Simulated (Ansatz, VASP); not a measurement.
Ge4H in VASP and in Ansatz

The input INCAR:

```
SYSTEM = Ge4H
ALGO     = Normal         ! electronic algorithm
DIPOL    = 0.5 0.5 0.328
EDIFF    = 1E-6           ! SCF threshold, eV
ENCUT    = 520            ! plane-wave cutoff, eV
GGA      = PE             ! functional
IDIPOL   = 3            
ISIF     = 2              ! what is computed and relaxed
ISMEAR   = 0              ! smearing method
IVDW     = 12             ! dispersion correction
LASPH    = .True.         ! aspherical terms in the spheres
LCHARG   = .False.        ! write CHGCAR
LDIPOL   = .True.       
LREAL    = .False.        ! projectors in reciprocal space
LWAVE    = .False.        ! write WAVECAR
NBANDS   = 36             ! bands
NELM     = 60             ! most SCF steps
PREC     = Accurate       ! precision mode
SIGMA    = 0.1            ! smearing width, eV
```

The input KPOINTS:

```
k-points
0
Gamma
  7 7 1
  0 0 0
```

The input POSCAR:

```
Ge4H
1.0
    4.0303587907      0.0000000000      0.0000000000
    0.0000000000      4.0303587907      0.0000000000
    0.0000000000      0.0000000000     21.6416627718
Ge H
4 1
Direct
    0.0000000000      0.5000000000      0.1848286817
    0.0000000000      0.0000000000      0.2506714513
    0.5000000000      0.0000000000      0.3196569899
    0.5000000000      0.5000000000      0.3854446333
    0.6250000000      0.7500000000      0.5009625594
```

Input for Ansatz:

```yaml
crystal:
  lattice:
    - [4.0303587907, 0.0, 0.0]
    - [0.0, 4.0303587907, 0.0]
    - [0.0, 0.0, 21.6416627718]
  atoms:
    - { symbol: Ge, position: [0.0, 0.5, 0.1848286817] }
    - { symbol: Ge, position: [0.0, 0.0, 0.2506714513] }
    - { symbol: Ge, position: [0.5, 0.0, 0.3196569899] }
    - { symbol: Ge, position: [0.5, 0.5, 0.3854446333] }
    - { symbol: H, position: [0.625, 0.75, 0.5009625594] }
basis:
  ecutwfc: 420
kpoints:
  mp_grid: { grid: [7, 7, 1] }
hamiltonian:
  xc: pbe
  pseudopotentials: { kind: paw, azcp: { folder: soft_1 } }
  dispersion: d3bj
scf:
  occupations: { method: gaussian, width: 0.1 }
output:
  forces: true
  eigenvalues: true
efield:
  axis: 3
  dipole_correction: true
  ramp_width: 0.04
```

Alike in both runs: task single point; functional PBE; dispersion D3(BJ); k mesh 7 × 7 × 1; occupations gaussian, width 0.1 eV; no spin polarisation.

|  | VASP | Ansatz |
| --- | --- | --- |
| version | VASP 6.6.1 | Ansatz 0.2.0 |
| potentials or method | VASP PAW PBE potentials, release 64 (Ge_d, H), cutoff 520 eV | scalar-relativistic, plane waves, PAW |
| valence electrons in the cell | 57 | 57 |

|  | VASP | Ansatz | Ansatz less VASP |
| --- | --- | --- | --- |
| gap on the k mesh at the Fermi level (eV) | none | none | - |
| rms of the force components (eV/Å) | 0.545 | 0.545 | -0.0002 |

Atom by atom the forces differ by 0.001 eV/Å (rms over components). A gap of «none» marks a metal or a gap that the smearing closes.
